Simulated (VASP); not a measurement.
Wanted: the native input for a VASP 6.6.1 run.

* Task: single point
* Functional: PBE
* Potentials or basis: VASP PAW PBE potentials, release 64 (Zn, As, N)
* Cutoff: 520 eV
* k mesh: 6 × 6 × 6
* Occupations: gaussian, width 0.1 eV
* Spin: no spin polarisation
* Dipole correction: no
* Further INCAR settings: ALGO = Normal; EDIFF = 1e-06; NBANDS = 31

The structure of Zn3AsN lies in POSCAR:

```
Zn3AsN
1.0
    4.1654889602      0.0000000000      0.0000000000
    0.0000000000      4.1654889602      0.0000000000
    0.0000000000      0.0000000000      4.1654889602
Zn As N
3 1 1
Direct
    0.0000000000      0.5000000000      0.5000000000
    0.5000000000      0.0000000000      0.5000000000
    0.5000000000      0.5000000000      0.0000000000
    0.0000000000      0.0000000000      0.0000000000
    0.5000000000      0.5000000000      0.5000000000
```

These files were run (other wordings do the same):

INCAR

```
SYSTEM = Zn3AsN
ALGO = Normal
EDIFF = 1E-6
ENCUT = 520
GGA = PE
ISIF = 2
ISMEAR = 0
LASPH = .TRUE.
LCHARG = .FALSE.
LREAL = .FALSE.
LWAVE = .FALSE.
NBANDS = 31
NELM = 100
PREC = Accurate
SIGMA = 0.1
```

KPOINTS

```
k-points
0
G
  6 6 6
  0 0 0
```

Potentials or basis: VASP PAW PBE potentials, release 64 (Zn, As, N).

Command:

```console
$ cat potpaw_PBE.64/Zn/POTCAR potpaw_PBE.64/As/POTCAR potpaw_PBE.64/N/POTCAR > POTCAR
$ mpirun -np 1 vasp_std > vasp.out
```

It gave:

```
Pressure               : 0.9 GPa
Band gap on the k mesh : zero (band 23 reaches 3.95 eV, above the bottom of band 24 at 3.74 eV)
```

Wall time 32 s on 1 thread of Intel(R) Xeon(R) Platinum 8488C (Sapphire Rapids), on a shared host, peak memory 0.19 GiB.
